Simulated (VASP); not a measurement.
# ZnS (F-43m) in VASP: notebook, part 2 of 2

VASP 6.6.1. Earlier steps stand in the parts before.

**3. Single point, BLYP+D4**

This run uses another cell than the first one, of 19.73 Å³/atom, 1.011 times its volume.

INCAR reads:

```
  AGGAC = 1.0
  AGGAX = 1.0
  ALDAC = 0.0
  ALDAX = 1.0
  ALGO = Normal
  EDIFF = 1E-7
  ENCUT = 520
  GGA = B5
  ISIF = 2
  ISMEAR = -1
  IVDW = 13
  LASPH = True
  LCHARG = False
  LREAL = False
  LWAVE = False
  NBANDS = 16
  NELM = 100
  PREC = Accurate
  SIGMA = 0.05
  VDW_A1 = 0.44488865
  VDW_A2 = 4.0933009
  VDW_S6 = 1.0
  VDW_S8 = 2.34076671
```

KPOINTS reads:

```
k-points
0
Gamma
  9 9 9
```

POSCAR reads:

```
ZnS
1.0
    0.0000000000      2.7020000000      2.7020000000
    2.7020000000      0.0000000000      2.7020000000
    2.7020000000      2.7020000000      0.0000000000
Zn S
1 1
Direct
    0.7500000000      0.7500000000      0.7500000000
    0.0000000000      0.0000000000      0.0000000000
```

Potentials or basis: VASP PAW PBE potentials, release 64 (Zn, S).

Command:

```sh
$ cat potpaw_PBE.64/Zn/POTCAR potpaw_PBE.64/S/POTCAR > POTCAR
$ mpirun -np 1 vasp_std > vasp.out
```

OUTCAR:

```text
EDIFF = 1E-7
   ENCUT = 520
   GGA = B5
   ISIF = 2
   ISMEAR = -1
   IVDW = 13
   LASPH = True
   LREAL = False
   NELM = 100
   PREC = Accurate

 ion  position               nearest neighbor table
   1  0.750  0.750  0.750-   2 2.34   2 2.34   2 2.34   2 2.34
   2  0.000  0.000  0.000-   1 2.34   1 2.34   1 2.34   1 2.34

  LATTYP: Found a face centered cubic cell.
 ALAT       =     5.4040000000

  Lattice vectors:

 A1 = (   0.0000000000,   2.7020000000,   2.7020000000)
[... 642 lines left out ...]

  DFT-D4 for vdW energy calculation

  Edisp (eV):   -1.15663

  FORCE on cell =-STRESS in cart. coord.  units (eV):
  Direction    XX          YY          ZZ          XY          YZ          ZX
  --------------------------------------------------------------------------------------
  -------------------------------------------------------------------------------------
  Total       0.02043     0.02043     0.02043    -0.00000     0.00000    -0.00000
  in kB       0.82957     0.82957     0.82957    -0.00000     0.00000    -0.00000
  external pressure =        0.83 kB  Pullay stress =        0.00 kB

 VOLUME and BASIS-vectors are now :
 -----------------------------------------------------------------------------
  energy-cutoff  :      520.00
  volume of cell :       39.45
      direct lattice vectors                 reciprocal lattice vectors
     0.000000000  2.702000000  2.702000000    -0.185048113  0.185048113  0.185048113
     2.702000000  0.000000000  2.702000000     0.185048113 -0.185048113  0.185048113
     2.702000000  2.702000000  0.000000000     0.185048113  0.185048113 -0.185048113

 POSITION                                       TOTAL-FORCE (eV/Angst)
 -----------------------------------------------------------------------------------
      4.05300      4.05300      4.05300         0.000000      0.000000     -0.000000
      0.00000      0.00000      0.00000        -0.000000     -0.000000      0.000000
 -----------------------------------------------------------------------------------
    total drift:                                0.000000      0.000000      0.000000

  FREE ENERGIE OF THE ION-ELECTRON SYSTEM (eV)
  ---------------------------------------------------
  free  energy   TOTEN  =        -6.9376746831 eV

  energy  without entropy=       -6.9376746831  energy(sigma->0) =       -6.93767468
```

OSZICAR:

```text
N       E                     dE             d eps       ncg     rms          rms(c)
DAV:   1     0.850122300768E+02    0.85012E+02   -0.85764E+03  1120   0.132E+03
DAV:   2    -0.867428857488E+00   -0.85880E+02   -0.80134E+02  1304   0.262E+02
DAV:   3    -0.624462288200E+01   -0.53772E+01   -0.53540E+01  1384   0.615E+01
DAV:   4    -0.629787360008E+01   -0.53251E-01   -0.53239E-01  1416   0.646E+00
DAV:   5    -0.629844103258E+01   -0.56743E-03   -0.56742E-03  1400   0.620E-01    0.645E+00
DAV:   6    -0.579900363536E+01    0.49944E+00   -0.91800E-01  1656   0.323E+01    0.502E+00
DAV:   7    -0.578139817706E+01    0.17605E-01   -0.29125E-01  1376   0.480E+00    0.304E+00
DAV:   8    -0.578089924882E+01    0.49893E-03   -0.50711E-03  1304   0.762E-01    0.104E+00
DAV:   9    -0.578098892262E+01   -0.89674E-04   -0.10413E-03  1336   0.289E-01    0.833E-02
DAV:  10    -0.578103802083E+01   -0.49098E-04   -0.54875E-05  1336   0.101E-01    0.297E-02
DAV:  11    -0.578104483967E+01   -0.68188E-05   -0.16454E-05  1280   0.538E-02    0.528E-03
DAV:  12    -0.578104495432E+01   -0.11465E-06   -0.68112E-07  1464   0.704E-03    0.304E-03
DAV:  13    -0.578104493117E+01    0.23148E-07   -0.77106E-08  1096   0.278E-03
   1 F= -.69376747E+01 E0= -.69376747E+01  d E =-.172911E-10
```

Wall time 37 s (1 thread of Intel Xeon Platinum 8259CL at 2.50GHz (Skylake/Cascade Lake), shared host); peak memory 0.16 GiB.

Results:

| Item | Value |
| --- | --- |
| Free energy | -6.9377 eV |
| Pressure | 0.1 GPa |
| Band gap on the k mesh | 2.13 eV, direct |
| Dispersion energy per atom | -0.578 eV |

Levels at points of the mesh, in eV from the valence-band top:
```tsv
k point	band 5	band 6	band 7	band 8	band 9	band 10	band 11	band 12	band 13	band 14
(0.00, 0.00, 0.00)	-5.95	-5.95	0.00	0.00	0.00	2.13	6.45	6.45	6.45	11.87
```

Caveat: the PAW data sets were made with another functional, which shifts forces and pressure a little.

**4. Single point, PBE**

This run uses another cell than the first one, of 19.73 Å³/atom, 1.011 times its volume.

INCAR reads:

```
SYSTEM = ZnS
ALGO = Normal
EDIFF = 1E-6
ENCUT = 520
GGA = PE
ISIF = 2
ISMEAR = 0
LASPH = .True.
LCHARG = .True.
LELF = .True.
LREAL = .False.
LVHAR = .True.
LWAVE = .False.
NBANDS = 16
NELM = 60
PREC = Accurate
SIGMA = 0.03
```

KPOINTS reads:

```
k-points
0
Gamma
  9 9 9
  0 0 0
```

POSCAR is that of step 3.

Command:

```sh
$ cat potpaw_PBE.64/Zn/POTCAR potpaw_PBE.64/S/POTCAR > POTCAR
$ mpirun -np 1 vasp_std > vasp.out
```

It took 21 s on 1 thread of Intel Xeon Platinum 8259CL at 2.50GHz (Skylake/Cascade Lake), shared host; peak memory 0.16 GiB.

The run converged. Its results:

```
Free energy            : -6.8473 eV
Pressure               : 1.8 GPa
Band gap on the k mesh : 2.11 eV, direct
```

Levels at points of the mesh, in eV from the valence-band top:
```
           k point  band 5  band 6  band 7  band 8  band 9  band 10  band 11  band 12  band 13  band 14
(0.00, 0.00, 0.00)   -5.84   -5.84    0.00    0.00    0.00     2.11     6.40     6.40     6.40    11.76
```

**5. Overview**

```tsv
level	cell	smearing	gap on the mesh (eV)	pressure (GPa)
BLYP+D3(BJ)	a = 3.807 Å, angles 60.0°, 2 atoms	fermi-dirac 0.05 eV	2.18	0.1
BLYP+D4	a = 3.821 Å, angles 60.0°, 2 atoms	fermi-dirac 0.05 eV	2.13	0.1
PBE	a = 3.821 Å, angles 60.0°, 2 atoms	gaussian 0.03 eV	2.11	1.8
```

Alike in all rows: task single point; potentials or basis VASP PAW PBE potentials, release 64 (Zn, S); no spin polarisation; k mesh 9 × 9 × 9; cutoff (eV) 520.

Caveats: the PAW data sets were made with another functional, which shifts forces and pressure a little (some runs).

Absolute energies hang on the potentials; compare differences alone.

**6. Against experiment**

Step 2. Measured gap of ZnS: 3.85 eV (direct; 19 K; quoted in “Electronic, vibrational, and thermodynamic properties of ZnS (zincblende and rocksalt structure)”, 2009, arxiv:0911.5022). This calculation gives 2.18 eV (-1.67 eV). The value is that of BLYP+D3(BJ), without temperature or zero-point motion. Semilocal functionals fall short of measured gaps as a rule.

Step 3. A measured gap of ZnS is 3.85 eV (direct; 19 K; quoted in “Electronic, vibrational, and thermodynamic properties of ZnS (zincblende and rocksalt structure)”, 2009, arxiv:0911.5022); the calculated 2.13 eV misses it by -1.72 eV. The value is that of BLYP+D4, without temperature or zero-point motion. Semilocal functionals fall short of measured gaps as a rule.

Step 4. A measured gap of ZnS is 3.85 eV (direct; 19 K; quoted in “Electronic, vibrational, and thermodynamic properties of ZnS (zincblende and rocksalt structure)”, 2009, arxiv:0911.5022); the calculated 2.11 eV misses it by -1.74 eV. The value is that of PBE, without temperature or zero-point motion. Semilocal functionals fall short of measured gaps as a rule.
